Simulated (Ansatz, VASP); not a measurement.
**One calculation of V, two programs**

File INCAR:

```
ALGO = Normal
EDIFF = 1E-6
ENCUT = 520
GGA = CA
ISIF = 2
ISMEAR = 0
LASPH = True
LCHARG = False
LREAL = False
LWAVE = False
NBANDS = 12
NELM = 60
PREC = Accurate
SIGMA = 0.6
```

File KPOINTS:

```
k-points
0
Gamma
  15 15 15
```

Contents of POSCAR:

```
V
1.0
   -1.4636513664      1.4636513664      1.4636513664
    1.4636513664     -1.4636513664      1.4636513664
    1.4636513664      1.4636513664     -1.4636513664
V
1
Direct
    0.0000000000      0.0000000000      0.0000000000
```

Input for Ansatz:

```yaml
crystal:
  lattice:
    - [-1.4636513664, 1.4636513664, 1.4636513664]
    - [1.4636513664, -1.4636513664, 1.4636513664]
    - [1.4636513664, 1.4636513664, -1.4636513664]
  atoms:
    - { symbol: V, position: [0.0, 0.0, 0.0] }
hamiltonian:
  xc: lda
  pseudopotentials:
    kind: paw
    azcp:
      V: "pseudopotentials/V.paw.azcp"
basis:
  ecutwfc: 420
  fft_grid_basis: typed
kpoints:
  mp_grid: { grid: [15, 15, 15], shift: [0, 0, 0] }
magnetization:
  spin_polarized: false
scf:
  occupations: { method: gaussian, width: 0.6 }
  lower_state_search: "off"
output:
  stress: true
```

Alike in both runs: task single point; functional LDA; k mesh 15 × 15 × 15; occupations gaussian, width 0.6 eV; no spin polarisation.

```csv
,VASP,Ansatz
version,VASP 6.6.1,Ansatz 0.2.0
potentials or method,"VASP PAW LDA potentials, release 64 (V_sv), cutoff 520 eV","plane waves (420 eV) with PAW, scalar-relativistic"
valence electrons in the cell,13,13
```

|  | VASP | Ansatz | Ansatz less VASP |
| --- | --- | --- | --- |
| pressure (GPa) | 2.0 | 1.5 | -0.51 |

Ansatz warns that its potentials were made for another functional, while VASP's fit it. LDA's correlation is that of Perdew and Zunger in VASP and of Perdew and Wang (1992) in Ansatz.
